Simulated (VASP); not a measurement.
# MnS (Fm-3m) in VASP: notebook, part 2 of 2

VASP 6.6.1. Earlier steps stand in the parts before.

### 3 Single point, PBEsol, collinear spin, ferromagnetic start

Contents of INCAR:

```
SYSTEM = MnS
ALGO = Normal
EDIFF = 1E-6
ENCUT = 520
GGA = PS
ISIF = 2
ISMEAR = -1
ISPIN = 2
LASPH = .TRUE.
LCHARG = .TRUE.
LELF = .TRUE.
LMAXMIX = 4
LORBIT = 11
LREAL = .FALSE.
LVHAR = .TRUE.
LWAVE = .FALSE.
MAGMOM = 4 0
NBANDS = 20
NELM = 150
NUPDOWN = 4.0
PREC = Accurate
SIGMA = 0.05
```

Contents of KPOINTS:

```
k-points
0
G
  7 7 7
  0 0 0
```

Contents of POSCAR:

```
MnS
1.0
    0.0000000000      2.6045000000      2.6045000000
    2.6045000000      0.0000000000      2.6045000000
    2.6045000000      2.6045000000      0.0000000000
Mn S
1 1
Direct
    0.0000000000      0.0000000000      0.0000000000
    0.5000000000      0.5000000000      0.5000000000
```

Potentials or basis: VASP PAW PBE potentials, release 64 (Mn_pv, S).

Run with:

```sh
$ cat potpaw_PBE.64/Mn_pv/POTCAR potpaw_PBE.64/S/POTCAR > POTCAR
$ mpirun -np 1 vasp_std > vasp.out
```

OUTCAR:

```text
SYSTEM = MnS
   EDIFF = 1E-6
   ENCUT = 520
   GGA = PS
   ISIF = 2
   ISMEAR = -1
   ISPIN = 2
   LASPH = .TRUE.
   LORBIT = 11
   LREAL = .FALSE.
   NELM = 150
   NUPDOWN = 4.0
   PREC = Accurate

 ion  position               nearest neighbor table
   1  0.000  0.000  0.000-   2 2.60   2 2.60   2 2.60   2 2.60   2 2.60   2 2.60
   2  0.500  0.500  0.500-   1 2.60   1 2.60   1 2.60   1 2.60   1 2.60   1 2.60

  LATTYP: Found a face centered cubic cell.
 ALAT       =     5.2090000000

  Lattice vectors:

 A1 = (   0.0000000000,   2.6045000000,   2.6045000000)
 A2 = (   2.6045000000,   0.0000000000,   2.6045000000)
 A3 = (   2.6045000000,   2.6045000000,   0.0000000000)

Analysis of symmetry for initial positions (statically):
=====================================================================
 Subroutine PRICEL returns:
 Original cell was already a primitive cell.

 Routine SETGRP: Setting up the symmetry group for a
 face centered cubic supercell.

 Subroutine GETGRP returns: Found 48 space group operations
 (whereof 48 operations were pure point group operations)
 out of a pool of 48 trial point group operations.

The static configuration has the point symmetry O_h .

Analysis of symmetry for dynamics (positions and initial velocities):
=====================================================================
 Subroutine PRICEL returns:
 Original cell was already a primitive cell.

 Routine SETGRP: Setting up the symmetry group for a
 face centered cubic supercell.

 Subroutine GETGRP returns: Found 48 space group operations
 (whereof 48 operations were pure point group operations)
 out of a pool of 48 trial point group operations.

The dynamic configuration has the point symmetry O_h .

Analysis of structural, dynamic, and magnetic symmetry:
=====================================================================
 Subroutine PRICEL returns:
 Original cell was already a primitive cell.

 Routine SETGRP: Setting up the symmetry group for a
 face centered cubic supercell.

[... 142 lines left out ...]
  free energy    TOTEN  =       -14.69386941 eV

  energy without entropy =      -14.67722216  energy(sigma->0) =      -14.68554578

 E-fermi :   6.8680     XC(G=0): -10.8444

 val. band max:        6.8376475837   @ k =  -0.4286   0.2857   0.0000
 cond. band min:       6.2138834812   @ k =   0.4286   0.2857   0.1429
 fundamental gap:     -0.6237641025
 Fermi energy:         6.0037840770

 spin component 1

 k-point     1 :       0.0000    0.0000    0.0000
  band No.  band energies     occupation
      1     -43.6580      1.00000
      2     -43.6580      1.00000
      3     -43.6580      1.00000
      4      -8.1221      1.00000
      5       3.4545      1.00000
      6       3.4545      1.00000
[... 436 lines left out ...]
      6       1.0827      1.00000
[... 12 lines left out ...]
     19      21.8958      0.00000
     20      23.2262      0.00000
 Fermi energy:         6.8679792290

 spin component 2

 k-point     1 :       0.0000    0.0000    0.0000
  band No.  band energies     occupation
      1     -39.6801      1.00000
      2     -39.6801      1.00000
      3     -39.6801      1.00000
      4      -7.9857      1.00000
      5       4.6471      1.00000
      6       4.6471      1.00000
[... 449 lines left out ...]
     19      22.2685      0.00000
     20      23.7090      0.00000

------------------------ aborting loop because EDIFF is reached ----------------------------------------

  FORCE on cell =-STRESS in cart. coord.  units (eV):
  Direction    XX          YY          ZZ          XY          YZ          ZX
  --------------------------------------------------------------------------------------
  -------------------------------------------------------------------------------------
  Total       -3.0505553     -3.0505553     -3.0505553     -0.0000000      0.0000000      0.0000000
  in kB     -138.3204521   -138.3204521   -138.3204521     -0.0000000      0.0000000      0.0000000
  external PRESSURE =    -138.3204521 kB  Pullay stress =       0.0000000 kB

 VOLUME and BASIS-vectors are now :
 -----------------------------------------------------------------------------
  energy-cutoff  :      520.00
  volume of cell :       35.33
      direct lattice vectors                 reciprocal lattice vectors
     0.000000000  2.604500000  2.604500000    -0.191975427  0.191975427  0.191975427
     2.604500000  0.000000000  2.604500000     0.191975427 -0.191975427  0.191975427
     2.604500000  2.604500000  0.000000000     0.191975427  0.191975427 -0.191975427

 POSITION                                       TOTAL-FORCE (eV/Angst)
 -----------------------------------------------------------------------------------
      0.00000      0.00000      0.00000         0.000000      0.000000     -0.000000
      2.60450      2.60450      2.60450         0.000000      0.000000      0.000000
 -----------------------------------------------------------------------------------
    total drift:                               -0.000000      0.000000      0.000000

  FREE ENERGIE OF THE ION-ELECTRON SYSTEM (eV)
  ---------------------------------------------------
  free  energy   TOTEN  =       -14.6938694054 eV

  energy  without entropy=      -14.6772221606  energy(sigma->0) =      -14.68554578

 total charge

# of ion       s       p       d       tot
------------------------------------------
    1        0.214   6.154   4.978  11.346
    2        1.325   2.325   0.000   3.650
--------------------------------------------------
tot          1.539   8.479   4.978  14.996

 magnetization (x)

# of ion       s       p       d       tot
------------------------------------------
    1        0.047   0.030   3.716   3.794
    2        0.018  -0.033   0.000  -0.015
--------------------------------------------------
tot          0.065  -0.003   3.716   3.779
```

OSZICAR:

```text
N       E                     dE             d eps       ncg     rms          rms(c)
DAV:   1     0.152092911099E+03    0.15209E+03   -0.10186E+04  1608   0.981E+02
DAV:   2    -0.816929649816E+01   -0.16026E+03   -0.15235E+03  1692   0.285E+02
DAV:   3    -0.158651924582E+02   -0.76959E+01   -0.76004E+01  1880   0.671E+01
DAV:   4    -0.159568818127E+02   -0.91689E-01   -0.91627E-01  1800   0.752E+00
DAV:   5    -0.159582065276E+02   -0.13247E-02   -0.13247E-02  1800   0.948E-01    0.111E+01
DAV:   6    -0.150136819862E+02    0.94452E+00   -0.65264E+00  1760   0.305E+01    0.112E+01
DAV:   7    -0.146997382607E+02    0.31394E+00   -0.10946E+00  1752   0.154E+01    0.516E+00
DAV:   8    -0.146984950493E+02    0.12432E-02   -0.38778E-02  1776   0.140E+00    0.262E+00
DAV:   9    -0.146932628857E+02    0.52322E-02   -0.61872E-03  1800   0.818E-01    0.349E-01
DAV:  10    -0.146938102398E+02   -0.54735E-03   -0.17604E-03  1684   0.410E-01    0.149E-01
DAV:  11    -0.146938484953E+02   -0.38255E-04   -0.13090E-04  1832   0.820E-02    0.954E-02
DAV:  12    -0.146938652941E+02   -0.16799E-04   -0.12842E-05  1740   0.289E-02    0.472E-02
DAV:  13    -0.146938693112E+02   -0.40171E-05   -0.37714E-06  1724   0.171E-02    0.152E-02
DAV:  14    -0.146938694054E+02   -0.94165E-07   -0.43642E-07   924   0.486E-03
   1 F= -.14693869E+02 E0= -.14685546E+02  d E =-.166472E-01  mag=     4.0000
```

stdout:

```text
POSCAR found type information on POSCAR MnS
 POSCAR found :  2 types and       2 ions
 scaLAPACK will be used
 -----------------------------------------------------------------------------
|                                                                             |
|                                                                             |
|     You enforced a specific xc type in the INCAR file but a different       |
|     I HOPE YOU KNOW WHAT YOU ARE DOING!                                     |
|                                                                             |
 -----------------------------------------------------------------------------

 LDA part: xc-table for (Slater+PW92), standard interpolation
 POSCAR, INCAR and KPOINTS ok, starting setup
 FFT: planning ... GRIDC
 FFT: planning ... GRID_SOFT
 FFT: planning ... GRID
 WAVECAR not read
 entering main loop
```

Wall time 15 s (1 thread of Intel Xeon Platinum 8559C (Emerald Rapids), shared host); peak memory 0.18 GiB.

What came out:

| Property | Result |
| --- | --- |
| Free energy | -14.6939 eV |
| Pressure | -13.8 GPa |
| Net moment | 4.00 μB per cell |
| Site moments | Mn +3.79; S -0.01 μB |
| Valence electrons inside the program's atomic spheres | Mn 11.35; S 3.65 |

Caveat: the PAW data sets were made with another functional, which shifts forces and pressure a little; the total moment is fixed, so each spin has its own Fermi level; a cell with one magnetic atom can't hold antiferromagnetic order, which such compounds often take.
